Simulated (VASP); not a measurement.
A run of VASP 6.6.1:

The input INCAR:

```
SYSTEM = MgS
  PREC = Accurate
  ENCUT = 520
  EDIFF = 1E-6
  ISMEAR = 0
  SIGMA = 0.02
  LREAL = .FALSE.
  LASPH = .TRUE.
  NELM = 100
  ALGO = Normal
  ISIF = 2
  LWAVE = .FALSE.
  LCHARG = .FALSE.
  GGA = PE
  NBANDS = 11
```

Contents of KPOINTS:

```
Automatic mesh
0
G
  8 8 8
  0 0 0
```

POSCAR

```
MgS
1.0
    0.0000000000      2.6148576583      2.6148576583
    2.6148576583      0.0000000000      2.6148576583
    2.6148576583      2.6148576583      0.0000000000
Mg S
1 1
Direct
    0.0000000000      0.0000000000      0.0000000000
    0.5000000000      0.5000000000      0.5000000000
```

Potentials or basis: VASP PAW PBE potentials, release 64 (Mg, S).

The run is started by

```bash
$ cat potpaw_PBE.64/Mg/POTCAR potpaw_PBE.64/S/POTCAR > POTCAR
$ mpirun -np 1 vasp_std > vasp.out
```

Hardware: 1 thread of AMD EPYC 9R45 96-Core Processor (Zen 5), on a shared host.

Q: Estimate the wall time of this run.

A: Wall time 4.9 s on 1 thread of AMD EPYC 9R45 96-Core Processor (Zen 5) (shared host), peak memory 0.13 GiB. Counts: scf iterations 12, k points 29.
